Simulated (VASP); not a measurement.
# TiC (Fm-3m) in VASP: notebook

Runs on TiC. Level: PBEsol. Tasks: single point, relaxation of cell and atoms.

Everything below comes from runs of VASP 6.6.1. Logs are shortened: lines on timing, memory, paths and dates and some standing lists are left out, and cuts for length are marked.

## 1. The cell of the first run

The structure is cubic, space group Fm-3m (No. 225). The conventional cell has a = 4.293 Å, b = 4.293 Å, c = 4.293 Å, α = 90.00°, β = 90.00°, γ = 90.00°. Ti (site symmetry m-3m) has 6 C at 2.15 Å within 2.8 Å. C (site symmetry m-3m) has 6 Ti at 2.15 Å within 2.8 Å.

## 2. Single point, PBEsol

The input, INCAR:

```
PREC = Accurate
ENCUT = 520
EDIFF = 1E-6
ISMEAR = -1
SIGMA = 0.08
LREAL = F
LASPH = T
NELM = 100
ALGO = Normal
ISIF = 2
LWAVE = F
LCHARG = T
GGA = PS
LELF = T
LVHAR = T
NBANDS = 15
```

The input, KPOINTS:

```
regular mesh
0
Gamma
  18 18 18
```

The input, POSCAR:

```
TiC
1.0
    0.0000000000      2.1467338211      2.1467338211
    2.1467338211      0.0000000000      2.1467338211
    2.1467338211      2.1467338211      0.0000000000
Ti C
1 1
Direct
    0.0000000000      0.0000000000      0.0000000000
    0.5000000000      0.5000000000      0.5000000000
```

Potentials or basis: VASP PAW PBE potentials, release 64 (Ti_sv, C).

On the command line:

```bash
> cat potpaw_PBE.64/Ti_sv/POTCAR potpaw_PBE.64/C/POTCAR > POTCAR
> mpirun -np 1 vasp_std > vasp.out
```

OUTCAR:

```text
PREC = Accurate
   ENCUT = 520
   EDIFF = 1E-6
   ISMEAR = -1
   LREAL = F
   LASPH = T
   NELM = 100
   ISIF = 2
   GGA = PS

 ion  position               nearest neighbor table
   1  0.000  0.000  0.000-   2 2.15   2 2.15   2 2.15   2 2.15   2 2.15   2 2.15
   2  0.500  0.500  0.500-   1 2.15   1 2.15   1 2.15   1 2.15   1 2.15   1 2.15

  LATTYP: Found a face centered cubic cell.
 ALAT       =     4.2934676422

  Lattice vectors:

 A1 = (   0.0000000000,   2.1467338211,   2.1467338211)
 A2 = (   2.1467338211,   0.0000000000,   2.1467338211)
 A3 = (   2.1467338211,   2.1467338211,   0.0000000000)

Analysis of symmetry for initial positions (statically):
=====================================================================
 Subroutine PRICEL returns:
 Original cell was already a primitive cell.

 Routine SETGRP: Setting up the symmetry group for a
 face centered cubic supercell.

 Subroutine GETGRP returns: Found 48 space group operations
 (whereof 48 operations were pure point group operations)
 out of a pool of 48 trial point group operations.

The static configuration has the point symmetry O_h .

Analysis of symmetry for dynamics (positions and initial velocities):
=====================================================================
 Subroutine PRICEL returns:
 Original cell was already a primitive cell.

 Routine SETGRP: Setting up the symmetry group for a
 face centered cubic supercell.

 Subroutine GETGRP returns: Found 48 space group operations
 (whereof 48 operations were pure point group operations)
 out of a pool of 48 trial point group operations.

The dynamic configuration has the point symmetry O_h .

 Subroutine INISYM returns: Found 48 space group operations
 (whereof 48 operations are pure point group operations),
 and found     1 'primitive' translations

----------------------------------------------------------------------------------------

                                     Primitive cell

  volume of cell :      19.7863

  direct lattice vectors                    reciprocal lattice vectors
     0.000000000  2.146733821  2.146733821    -0.232911968  0.232911968  0.232911968
     2.146733821  0.000000000  2.146733821     0.232911968 -0.232911968  0.232911968
     2.146733821  2.146733821  0.000000000     0.232911968  0.232911968 -0.232911968

  length of vectors
     3.035940085  3.035940085  3.035940085     0.403415363  0.403415363  0.403415363

  position of ions in fractional coordinates (direct lattice)
     0.000000000  0.000000000  0.000000000
     0.500000000  0.500000000  0.500000000

  ion indices of the primitive-cell ions
   primitive index   ion index
                 1           1
                 2           2

----------------------------------------------------------------------------------------

 KPOINTS: regular mesh

Automatic generation of k-mesh.
 Grid dimensions read from file:
 generate k-points for:   18   18   18

 Generating k-lattice:

  Cartesian coordinates                     Fractional coordinates (reciprocal lattice)
    -0.012939554  0.012939554  0.012939554     0.055555556  0.000000000  0.000000000
     0.012939554 -0.012939554  0.012939554     0.000000000  0.055555556  0.000000000
     0.012939554  0.012939554 -0.012939554     0.000000000  0.000000000  0.055555556

  Length of vectors
     0.022411965  0.022411965  0.022411965

  Shift w.r.t. Gamma in fractional coordinates (k-lattice)
     0.000000000  0.000000000  0.000000000

 Subroutine IBZKPT returns following result:
 ===========================================

 Found    195 irreducible k-points:

 Following reciprocal coordinates:
            Coordinates               Weight
  0.000000  0.000000  0.000000      1.000000
  0.055556  0.000000  0.000000      8.000000
  0.111111  0.000000  0.000000      8.000000
  0.166667  0.000000  0.000000      8.000000
  0.222222  0.000000  0.000000      8.000000
  0.277778  0.000000  0.000000      8.000000
[... 16 lines left out ...]
 -0.277778  0.055556  0.000000     24.000000
 -0.222222  0.055556  0.000000     24.000000
 [... further k-points ...]
   k-points           NKPTS =    195   k-points in BZ     NKDIM =    195   number of bands    NBANDS=     15
   number of dos      NEDOS =    301   number of ions     NIONS =      2
   total plane-waves  NPLWV =  13824
   dimension x,y,z NGX =    24 NGY =   24 NGZ =   24
   dimension x,y,z NGXF=    48 NGYF=   48 NGZF=   48
   ions per type =               1   1
   NGX,Y,Z   is equivalent  to a cutoff of  13.14, 13.14, 13.14 a.u.
   NGXF,Y,Z  is equivalent  to a cutoff of  26.28, 26.28, 26.28 a.u.
 SYSTEM =  unknown system
   PREC   = accura    normal or accurate (medium, high low for compatibility)
   ISTART =      0    job   : 0-new  1-cont  2-samecut
   ICHARG =      2    charge: 1-file 2-atom 10-const
   ISPIN  =      1    spin polarized calculation?
   LNONCOLLINEAR =      F non collinear calculations
   LSORBIT =      F    spin-orbit coupling
   LASPH  =      T    aspherical Exc in radial PAW
   ENCUT  =  520.0 eV  38.22 Ry    6.18 a.u.   5.64  5.64  5.64*2*pi/ulx,y,z
   NELM   =    100;   NELMIN=  2; NELMDL= -5     # of ELM steps
   EDIFF  = 0.1E-05   stopping-criterion for ELM
   LREAL  =      F    real-space projection
[... 7 lines left out ...]
   TEBEG  =    0.0;   TEEND  =   0.0 temperature during run
   PSTRESS=    0.0 pullay stress
   NELECT =      16.0000    total number of electrons
   NUPDOWN=      -1.0000    fix difference up-down
   EMIN   =  10.00;   EMAX   =-10.00  energy-range for DOS
   EFERMI =   0.00;   METHOD = LEGACY
   ISMEAR =    -1;   SIGMA  =   0.08  broadening in eV -4-tet -1-fermi 0-gaus
   EFERMI_NEDOS =   21; number of points for ismear=-14 and -15
   IALGO  =     38    algorithm
   IMIX   =      4    mixing-type and parameters
     AMIX     =   0.40;   BMIX     =  1.00
     AMIX_MAG =   1.60;   BMIX_MAG =  1.00
  volume/ion in A,a.u.               =       9.89        66.76
  Fermi-wavevector in a.u.,A,eV,Ry     =   1.525199  2.882209 31.650325  2.326233
  Thomas-Fermi vector in A             =   2.633402
   LORBIT       =      0    0 simple, 1 ext, 2 COOP (PROOUT), +10 PAW based schemes
   GGA     = PS    functional components
   LHFCALC =     F    Hartree Fock is set to
   AEXX    =    0.0000 exact exchange contribution
   IVDW    =     0    specifies the selected vdW correction
   LEPSILON=     F    determine dielectric tensor
   LRPA    =     F    only Hartree local field effects (RPA)
 non-spin polarized calculation
  energy-cutoff  :      520.00
  volume of cell :       19.79
 maximum number of plane-waves:       544
   NGX = 11   NGY = 11   NGZ = 11

 number of electron      16.0000003 magnetization

 Free energy of the ion-electron system (eV)
  ---------------------------------------------------
  ext. energy  EPLUGINS =         0.00000000
  ---------------------------------------------------
  free energy    TOTEN  =       -19.80525694 eV

  energy without entropy =      -19.79882812  energy(sigma->0) =      -19.80204253

 E-fermi :   9.6124     XC(G=0): -12.9977

 val. band max:        9.5775580905   @ k =   0.2778   0.2222   0.0000
 cond. band min:       9.6136301997   @ k =   0.5000   0.5000   0.0000
 fundamental gap:      0.0360721092
 Fermi energy:         9.6124231292

 k-point     1 :       0.0000    0.0000    0.0000
  band No.  band energies     occupation
      1     -46.6391      2.00000
      2     -22.7510      2.00000
      3     -22.7510      2.00000
      4     -22.7510      2.00000
      5      -2.8763      2.00000
      6      10.2867      0.00044
      7      10.2867      0.00044
      8      10.2867      0.00044
      9      11.3522      0.00000
     10      11.3522      0.00000
     11      11.3522      0.00000
     12      11.3967      0.00000
     13      11.3967      0.00000
     14      20.4838      0.00000
     15      23.6463      0.00000

 k-point     2 :       0.0556    0.0000    0.0000
  band No.  band energies     occupation
      1     -46.6365      2.00000
      2     -22.7686      2.00000
      3     -22.7527      2.00000
      4     -22.7526      2.00000
      5      -2.8034      2.00000
      6       9.9214      0.04117
      7      10.1513      0.00237
      8      10.1513      0.00237
      9      10.6970      0.00000
     10      10.6970      0.00000
     11      11.5541      0.00000
     12      12.2945      0.00000
     13      12.2945      0.00000
     14      20.6095      0.00000
     15      23.6923      0.00000

 k-point     3 :       0.1111    0.0000    0.0000
  band No.  band energies     occupation
      1     -46.6292      2.00000
      2     -22.8190      2.00000
      3     -22.7573      2.00000
      4     -22.7573      2.00000
      5      -2.5882      2.00000
      6       9.1666      1.99243
      7       9.5025      1.59625
      8       9.5025      1.59625
      9      10.6867      0.00000
     10      10.6867      0.00000
     11      11.8610      0.00000
     12      13.2676      0.00000
     13      13.2676      0.00000
     14      20.9287      0.00000
     15      23.7677      0.00000

 k-point     4 :       0.1667    0.0000    0.0000
  band No.  band energies     occupation
      1     -46.6181      2.00000
      2     -22.8955      2.00000
      3     -22.7645      2.00000
      4     -22.7645      2.00000
      5      -2.2417      2.00000
      6       8.2640      2.00000
      7       8.7880      1.99993
      8       8.7880      1.99993
      9      10.9154      0.00000
     10      10.9154      0.00000
     11      12.1330      0.00000
     12      14.2511      0.00000
     13      14.2511      0.00000
     14      21.2454      0.00000
     15      23.8036      0.00000
[... 307 lines left out ...]
 k-point    22 :      -0.3333    0.0556    0.0000
  band No.  band energies     occupation
      1     -46.5704      2.00000
      2     -23.1979      2.00000
      3     -22.8128      2.00000
      4     -22.7886      2.00000
      5      -0.3866      2.00000
      6       5.1129      2.00000
      7       7.0010      2.00000
      8       7.1469      2.00000
      9      11.9389      0.00000
     10      12.2405      0.00000
     11      13.2291      0.00000
     12      16.5837      0.00000
     13      17.4916      0.00000
     14      19.6017      0.00000
     15      25.1698      0.00000

 k-point    23 :      -0.2778    0.0556    0.0000
  band No.  band energies     occupation
      1     -46.5834      2.00000
      2     -23.1149      2.00000
      3     -22.8055      2.00000
      4     -22.7787      2.00000
      5      -0.9940      2.00000
      6       5.9874      2.00000
      7       7.3462      2.00000
      8       7.5480      2.00000
      9      11.5462      0.00000
     10      11.9234      0.00000
     11      12.9064      0.00000
     12      15.8186      0.00000
     13      16.8432      0.00000
     14      20.4659      0.00000
     15      24.6493      0.00000

 k-point    24 :      -0.2222    0.0556    0.0000
  band No.  band energies     occupation
      1     -46.5978      2.00000
      2     -23.0216      2.00000
      3     -22.7958      2.00000
      4     -22.7690      2.00000
      5      -1.5590      2.00000
      6       6.9121      2.00000
      7       7.8060      2.00000
      8       8.0443      2.00000
      9      11.1605      0.00000
     10      11.5980      0.00000
     11      12.6181      0.00000
     12      14.9601      0.00000
     13      16.0330      0.00000
     14      21.1694      0.00000
     15      24.0754      0.00000

 [... further k-points ...]

------------------------ aborting loop because EDIFF is reached ----------------------------------------

  FORCE on cell =-STRESS in cart. coord.  units (eV):
  Direction    XX          YY          ZZ          XY          YZ          ZX
  --------------------------------------------------------------------------------------
  -------------------------------------------------------------------------------------
  Total        0.0315343      0.0315343      0.0315343      0.0000000      0.0000000      0.0000000
  in kB        2.5534602      2.5534602      2.5534602      0.0000000      0.0000000      0.0000000
  external PRESSURE =       2.5534602 kB  Pullay stress =       0.0000000 kB

 VOLUME and BASIS-vectors are now :
 -----------------------------------------------------------------------------
  energy-cutoff  :      520.00
  volume of cell :       19.79
      direct lattice vectors                 reciprocal lattice vectors
     0.000000000  2.146733821  2.146733821    -0.232911968  0.232911968  0.232911968
     2.146733821  0.000000000  2.146733821     0.232911968 -0.232911968  0.232911968
     2.146733821  2.146733821  0.000000000     0.232911968  0.232911968 -0.232911968

 POSITION                                       TOTAL-FORCE (eV/Angst)
 -----------------------------------------------------------------------------------
      0.00000      0.00000      0.00000         0.000000      0.000000      0.000000
      2.14673      2.14673      2.14673        -0.000000     -0.000000      0.000000
 -----------------------------------------------------------------------------------
    total drift:                                0.000000     -0.000000     -0.000000

  FREE ENERGIE OF THE ION-ELECTRON SYSTEM (eV)
  ---------------------------------------------------
  free  energy   TOTEN  =       -19.8052569411 eV

  energy  without entropy=      -19.7988281243  energy(sigma->0) =      -19.80204253
```

It took 22 s on 1 thread of Intel Xeon Platinum 8559C (Emerald Rapids), shared host; peak memory 0.18 GiB.

What came out:

- Free energy: -19.8053 eV
- Pressure: 0.3 GPa
- Band gap on the k mesh: zero (band 8 reaches 10.29 eV, above the bottom of band 9 at 9.20 eV)

Caveat: the PAW data sets were made with another functional, which shifts forces and pressure a little.

## 3. Relaxation of cell and atoms, PBEsol

This run uses another cell than the first one, of 10.07 Å³/atom, 1.018 times its volume.

The input, INCAR:

```
PREC = Accurate
ENCUT = 600
EDIFF = 1E-6
ISMEAR = -1
SIGMA = 0.08
LREAL = F
LASPH = T
NELM = 100
ALGO = Normal
ISIF = 3
LWAVE = F
LCHARG = F
GGA = PS
IBRION = 2
NSW = 100
EDIFFG = -0.002
```

The input, KPOINTS:

```
Automatic mesh
0
Gamma
  18 18 18
```

The input, POSCAR:

```
TiC
1.0
    0.0000000000      2.1593000000      2.1593000000
    2.1593000000      0.0000000000      2.1593000000
    2.1593000000      2.1593000000      0.0000000000
Ti C
1 1
Direct
    0.0000000000      0.0000000000      0.0000000000
    0.5000000000      0.5000000000      0.5000000000
```

Potentials or basis: VASP PAW PBE potentials, release 64 (Ti_sv, C).

On the command line:

```bash
> cat potpaw_PBE.64/Ti_sv/POTCAR potpaw_PBE.64/C/POTCAR > POTCAR
> mpirun -np 1 vasp_std > vasp.out
```

Wall time 44 s (1 thread of Intel Xeon Platinum 8559C (Emerald Rapids), shared host); peak memory 0.19 GiB.

The run converged. Its results:

```yaml
Free_energy: -19.8061 eV
Relaxed_volume: 9.90 Å³/atom
Relaxed_cell: a = 3.037 Å, b = 3.037 Å, c = 3.037 Å, α = 60.00°, β = 60.00°, γ = 60.00°
Space_group_after_relaxing_to_0.05_Å: Fm-3m (No. 225)
Energy_gained_by_relaxing: 2.4 meV/atom
Ionic_steps: 3
Pressure_after_relaxing: 0.0 GPa
Band_gap_on_the_k_mesh: zero (band 8 reaches 10.28 eV, above the bottom of band 9 at 9.19 eV)
```

Step by step:
```csv
step,energy change (eV),largest force (eV/Å),pressure (GPa),volume (Å³)
1,0.0000,0.0000,-4.39,20.14
2,0.0042,0.0000,6.39,19.34
3,-0.0047,0.0000,-0.03,19.80
```

Final structure:
```
Ti C
1.0
     0.00000    2.14718    2.14718
     2.14718    0.00000    2.14718
     2.14718    2.14718    0.00000
Ti C
1 1
Direct
  0.00000 0.00000 0.00000
  0.50000 0.50000 0.50000
```

Levels at points of the mesh, in eV from the Fermi level:
```csv
k point,band 6,band 7,band 8,band 9,band 10,band 11
"(0.00, 0.00, 0.00)",0.67,0.67,0.67,1.74,1.74,1.74
"(0.50, 0.00, 0.00)",-5.99,-2.98,-2.98,3.02,3.02,4.26
"(0.50, 0.50, 0.00)",-3.46,-1.75,0.00,0.00,2.83,3.65
```

Caveat: the PAW data sets were made with another functional, which shifts forces and pressure a little.
